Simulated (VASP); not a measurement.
# TiN (rocksalt type) (Fm-3m) in VASP: further runs

TiN (rocksalt type) is run at these levels: PBE; tasks: single point.

Everything below comes from runs of VASP 6.6.1. Logs are shortened: lines on timing, memory, paths and dates and some standing lists are left out, and cuts for length are marked.

### Step 1. The cell of the first run

Symmetry: Fm-3m, No. 225, cubic system. Conventional cell: a = 4.247 Å, b = 4.247 Å, c = 4.247 Å, α = 90.00°, β = 90.00°, γ = 90.00°. Within 2.8 Å of Ti (site symmetry m-3m) lie 6 N at 2.12 Å. N (site symmetry m-3m) has 6 Ti at 2.12 Å within 2.8 Å.

### Step 2. Single point, PBE

INCAR reads:

```
PREC = Accurate
ENCUT = 520
EDIFF = 1E-6
ISMEAR = -1
SIGMA = 0.08
LREAL = False
LASPH = True
NELM = 80
ALGO = Normal
ISIF = 2
LWAVE = False
LCHARG = False
GGA = PE
NBANDS = 16
```

KPOINTS reads:

```
regular mesh
0
Gamma
  17 17 17
```

POSCAR reads:

```
TiN
1.0
    0.0000000000      2.1236374921      2.1236374921
    2.1236374921      0.0000000000      2.1236374921
    2.1236374921      2.1236374921      0.0000000000
Ti N
1 1
Direct
    0.0000000000      0.0000000000      0.0000000000
    0.5000000000      0.5000000000      0.5000000000
```

Potentials or basis: VASP PAW PBE potentials, release 64 (Ti_sv, N).

Started as:

```sh
cat potpaw_PBE.64/Ti_sv/POTCAR potpaw_PBE.64/N/POTCAR > POTCAR
mpirun -np 1 vasp_std > vasp.out
```

OUTCAR:

```text
PREC = Accurate
   ENCUT = 520
   EDIFF = 1E-6
   ISMEAR = -1
   LREAL = False
   LASPH = True
   NELM = 80
   ISIF = 2
   GGA = PE

 ion  position               nearest neighbor table
   1  0.000  0.000  0.000-   2 2.12   2 2.12   2 2.12   2 2.12   2 2.12   2 2.12
   2  0.500  0.500  0.500-   1 2.12   1 2.12   1 2.12   1 2.12   1 2.12   1 2.12

  LATTYP: Found a face centered cubic cell.
 ALAT       =     4.2472749842

  Lattice vectors:

 A1 = (   0.0000000000,   2.1236374921,   2.1236374921)
 A2 = (   2.1236374921,   0.0000000000,   2.1236374921)
 A3 = (   2.1236374921,   2.1236374921,   0.0000000000)

Analysis of symmetry for initial positions (statically):
=====================================================================
 Subroutine PRICEL returns:
 Original cell was already a primitive cell.

 Routine SETGRP: Setting up the symmetry group for a
 face centered cubic supercell.

 Subroutine GETGRP returns: Found 48 space group operations
 (whereof 48 operations were pure point group operations)
 out of a pool of 48 trial point group operations.

The static configuration has the point symmetry O_h .

Analysis of symmetry for dynamics (positions and initial velocities):
=====================================================================
 Subroutine PRICEL returns:
 Original cell was already a primitive cell.

 Routine SETGRP: Setting up the symmetry group for a
 face centered cubic supercell.

 Subroutine GETGRP returns: Found 48 space group operations
 (whereof 48 operations were pure point group operations)
 out of a pool of 48 trial point group operations.

The dynamic configuration has the point symmetry O_h .

 Subroutine INISYM returns: Found 48 space group operations
 (whereof 48 operations are pure point group operations),
 and found     1 'primitive' translations

----------------------------------------------------------------------------------------

                                     Primitive cell

  volume of cell :      19.1545

  direct lattice vectors                    reciprocal lattice vectors
     0.000000000  2.123637492  2.123637492    -0.235445080  0.235445080  0.235445080
     2.123637492  0.000000000  2.123637492     0.235445080 -0.235445080  0.235445080
     2.123637492  2.123637492  0.000000000     0.235445080  0.235445080 -0.235445080

  length of vectors
     3.003276943  3.003276943  3.003276943     0.407802842  0.407802842  0.407802842

  position of ions in fractional coordinates (direct lattice)
     0.000000000  0.000000000  0.000000000
     0.500000000  0.500000000  0.500000000

  ion indices of the primitive-cell ions
   primitive index   ion index
                 1           1
                 2           2

----------------------------------------------------------------------------------------

 KPOINTS: regular mesh

Automatic generation of k-mesh.
 Grid dimensions read from file:
 generate k-points for:   17   17   17

 Generating k-lattice:

  Cartesian coordinates                     Fractional coordinates (reciprocal lattice)
    -0.013849711  0.013849711  0.013849711     0.058823529  0.000000000  0.000000000
     0.013849711 -0.013849711  0.013849711     0.000000000  0.058823529  0.000000000
     0.013849711  0.013849711 -0.013849711     0.000000000  0.000000000  0.058823529

  Length of vectors
     0.023988402  0.023988402  0.023988402

  Shift w.r.t. Gamma in fractional coordinates (k-lattice)
     0.000000000  0.000000000  0.000000000

 Subroutine IBZKPT returns following result:
 ===========================================

 Found    165 irreducible k-points:

 Following reciprocal coordinates:
            Coordinates               Weight
  0.000000  0.000000  0.000000      1.000000
  0.058824  0.000000  0.000000      8.000000
  0.117647  0.000000  0.000000      8.000000
  0.176471  0.000000  0.000000      8.000000
  0.235294  0.000000  0.000000      8.000000
  0.294118  0.000000  0.000000      8.000000
[... 16 lines left out ...]
 -0.176471  0.058824  0.000000     24.000000
 -0.117647  0.058824  0.000000     24.000000
 [... further k-points ...]
   k-points           NKPTS =    165   k-points in BZ     NKDIM =    165   number of bands    NBANDS=     16
   number of dos      NEDOS =    301   number of ions     NIONS =      2
   total plane-waves  NPLWV =  13824
   dimension x,y,z NGX =    24 NGY =   24 NGZ =   24
   dimension x,y,z NGXF=    48 NGYF=   48 NGZF=   48
   ions per type =               1   1
   NGX,Y,Z   is equivalent  to a cutoff of  13.29, 13.29, 13.29 a.u.
   NGXF,Y,Z  is equivalent  to a cutoff of  26.57, 26.57, 26.57 a.u.
 SYSTEM =  unknown system
   PREC   = accura    normal or accurate (medium, high low for compatibility)
   ISTART =      0    job   : 0-new  1-cont  2-samecut
   ICHARG =      2    charge: 1-file 2-atom 10-const
   ISPIN  =      1    spin polarized calculation?
   LNONCOLLINEAR =      F non collinear calculations
   LSORBIT =      F    spin-orbit coupling
   LASPH  =      T    aspherical Exc in radial PAW
   ENCUT  =  520.0 eV  38.22 Ry    6.18 a.u.   5.58  5.58  5.58*2*pi/ulx,y,z
   NELM   =     80;   NELMIN=  2; NELMDL= -5     # of ELM steps
   EDIFF  = 0.1E-05   stopping-criterion for ELM
   LREAL  =      F    real-space projection
   EDIFFG = 0.1E-04   stopping-criterion for IOM
   NSW    =      0    number of steps for IOM
   IBRION =     -1    ionic relax: 0-MD 1-quasi-New 2-CG
   NFREE  =      0    steps in history (QN), initial steepest desc. (CG)
   ISIF   =      2    stress and relaxation
   ISYM   =      2    0-nonsym 1-usesym 2-fastsym
   POTIM  = 0.5000    time-step for ionic-motion
   TEBEG  =    0.0;   TEEND  =   0.0 temperature during run
   PSTRESS=    0.0 pullay stress
   NELECT =      17.0000    total number of electrons
   NUPDOWN=      -1.0000    fix difference up-down
   EMIN   =  10.00;   EMAX   =-10.00  energy-range for DOS
   EFERMI =   0.00;   METHOD = LEGACY
   ISMEAR =    -1;   SIGMA  =   0.08  broadening in eV -4-tet -1-fermi 0-gaus
   EFERMI_NEDOS =   21; number of points for ismear=-14 and -15
   IALGO  =     38    algorithm
   IMIX   =      4    mixing-type and parameters
     AMIX     =   0.40;   BMIX     =  1.00
     AMIX_MAG =   1.60;   BMIX_MAG =  1.00
  volume/ion in A,a.u.               =       9.58        64.63
  Fermi-wavevector in a.u.,A,eV,Ry     =   1.573261  2.973032 33.676459  2.475150
  Thomas-Fermi vector in A             =   2.674572
   LORBIT       =      0    0 simple, 1 ext, 2 COOP (PROOUT), +10 PAW based schemes
   GGA     = PE    functional components
   LHFCALC =     F    Hartree Fock is set to
   AEXX    =    0.0000 exact exchange contribution
   IVDW    =     0    specifies the selected vdW correction
   LEPSILON=     F    determine dielectric tensor
   LRPA    =     F    only Hartree local field effects (RPA)
 non-spin polarized calculation
  energy-cutoff  :      520.00
  volume of cell :       19.15
 maximum number of plane-waves:       534
   NGX = 11   NGY = 11   NGZ = 11

 number of electron      17.0000002 magnetization

 Free energy of the ion-electron system (eV)
  ---------------------------------------------------
  ext. energy  EPLUGINS =         0.00000000
  ---------------------------------------------------
  free energy    TOTEN  =       -19.64594829 eV

  energy without entropy =      -19.62820785  energy(sigma->0) =      -19.63707807

 E-fermi :  11.3951     XC(G=0): -12.9981

 val. band max:       11.3941313441   @ k =  -0.1176   0.0588   0.0000
 cond. band min:      11.4050300120   @ k =   0.1765   0.0000   0.0000
 fundamental gap:      0.0108986680
 Fermi energy:        11.3951432219

 k-point     1 :       0.0000    0.0000    0.0000
  band No.  band energies     occupation
      1     -46.4802      2.00000
      2     -22.4626      2.00000
      3     -22.4626      2.00000
      4     -22.4626      2.00000
      5      -5.6819      2.00000
      6       9.3575      2.00000
[... 8 lines left out ...]
     15      24.5573      0.00000
     16      31.0855      0.00000

 k-point     2 :       0.0588    0.0000    0.0000
  band No.  band energies     occupation
      1     -46.4771      2.00000
      2     -22.4851      2.00000
      3     -22.4645      2.00000
      4     -22.4645      2.00000
      5      -5.6147      2.00000
      6       8.9561      2.00000
[... 8 lines left out ...]
     15      24.6087      0.00000
     16      30.9951      0.00000

 k-point     3 :       0.1176    0.0000    0.0000
  band No.  band energies     occupation
      1     -46.4679      2.00000
      2     -22.5491      2.00000
      3     -22.4699      2.00000
      4     -22.4699      2.00000
      5      -5.4191      2.00000
      6       8.1098      2.00000
[... 8 lines left out ...]
     15      24.6738      0.00000
     16      30.6795      0.00000

 k-point     4 :       0.1765    0.0000    0.0000
  band No.  band energies     occupation
      1     -46.4541      2.00000
      2     -22.6448      2.00000
      3     -22.4781      2.00000
      4     -22.4781      2.00000
      5      -5.1117      2.00000
      6       7.1201      2.00000
[... 8 lines left out ...]
     15      24.5768      0.00000
     16      30.0541      0.00000

 k-point     5 :       0.2353    0.0000    0.0000
  band No.  band energies     occupation
      1     -46.4373      2.00000
      2     -22.7581      2.00000
      3     -22.4878      2.00000
      4     -22.4878      2.00000
      5      -4.7198      2.00000
      6       6.1123      2.00000
[... 8 lines left out ...]
     15      24.3218      0.00000
     16      29.1421      0.00000

 k-point     6 :       0.2941    0.0000    0.0000
  band No.  band energies     occupation
      1     -46.4199      2.00000
      2     -22.8733      2.00000
      3     -22.4979      2.00000
      4     -22.4979      2.00000
      5      -4.2812      2.00000
      6       5.1652      2.00000
[... 8 lines left out ...]
     15      24.1889      0.00000
     16      28.1079      0.00000
[... 267 lines left out ...]
 k-point    21 :      -0.2941    0.0588    0.0000
  band No.  band energies     occupation
      1     -46.4126      2.00000
      2     -22.9063      2.00000
      3     -22.5246      2.00000
      4     -22.4939      2.00000
      5      -4.1174      2.00000
      6       4.8600      2.00000
[... 8 lines left out ...]
     15      24.1895      0.00000
     16      27.3022      0.00000

 k-point    22 :      -0.2353    0.0588    0.0000
  band No.  band energies     occupation
      1     -46.4294      2.00000
      2     -22.7976      2.00000
      3     -22.5146      2.00000
      4     -22.4830      2.00000
      5      -4.5460      2.00000
      6       5.7155      2.00000
[... 8 lines left out ...]
     15      24.2475      0.00000
     16      28.1555      0.00000

 k-point    23 :      -0.1765    0.0588    0.0000
  band No.  band energies     occupation
      1     -46.4464      2.00000
      2     -22.6859      2.00000
      3     -22.5026      2.00000
      4     -22.4735      2.00000
      5      -4.9460      2.00000
      6       6.6390      2.00000
[... 8 lines left out ...]
     15      24.5140      0.00000
     16      28.9995      0.00000

 k-point    24 :      -0.1176    0.0588    0.0000
  band No.  band energies     occupation
      1     -46.4612      2.00000
      2     -22.5870      2.00000
      3     -22.4897      2.00000
      4     -22.4667      2.00000
      5      -5.2762      2.00000
      6       7.5577      2.00000
[... 8 lines left out ...]
     15      24.6881      0.00000
     16      29.7718      0.00000

 [... further k-points ...]
[... 5 lines left out ...]
  --------------------------------------------------------------------------------------
  -------------------------------------------------------------------------------------
  Total        0.0518308      0.0518308      0.0518308      0.0000000      0.0000000      0.0000000
  in kB        4.3353795      4.3353795      4.3353795      0.0000000      0.0000000      0.0000000
  external PRESSURE =       4.3353795 kB  Pullay stress =       0.0000000 kB

 VOLUME and BASIS-vectors are now :
 -----------------------------------------------------------------------------
  energy-cutoff  :      520.00
  volume of cell :       19.15
      direct lattice vectors                 reciprocal lattice vectors
     0.000000000  2.123637492  2.123637492    -0.235445080  0.235445080  0.235445080
     2.123637492  0.000000000  2.123637492     0.235445080 -0.235445080  0.235445080
     2.123637492  2.123637492  0.000000000     0.235445080  0.235445080 -0.235445080

 POSITION                                       TOTAL-FORCE (eV/Angst)
 -----------------------------------------------------------------------------------
      0.00000      0.00000      0.00000         0.000000      0.000000      0.000000
      2.12364      2.12364      2.12364         0.000000     -0.000000      0.000000
 -----------------------------------------------------------------------------------
    total drift:                                0.000000     -0.000000     -0.000000

  FREE ENERGIE OF THE ION-ELECTRON SYSTEM (eV)
  ---------------------------------------------------
  free  energy   TOTEN  =       -19.6459482864 eV

  energy  without entropy=      -19.6282078509  energy(sigma->0) =      -19.63707807
```

Run time: 29 s. Hardware: 1 thread of Intel Xeon Platinum 8375C at 2.90GHz (Ice Lake), shared host; peak memory 0.18 GiB.

Results:

```
Free energy : -19.6459 eV
Pressure    : 0.4 GPa
```

(Continued in part 2 of 2.)
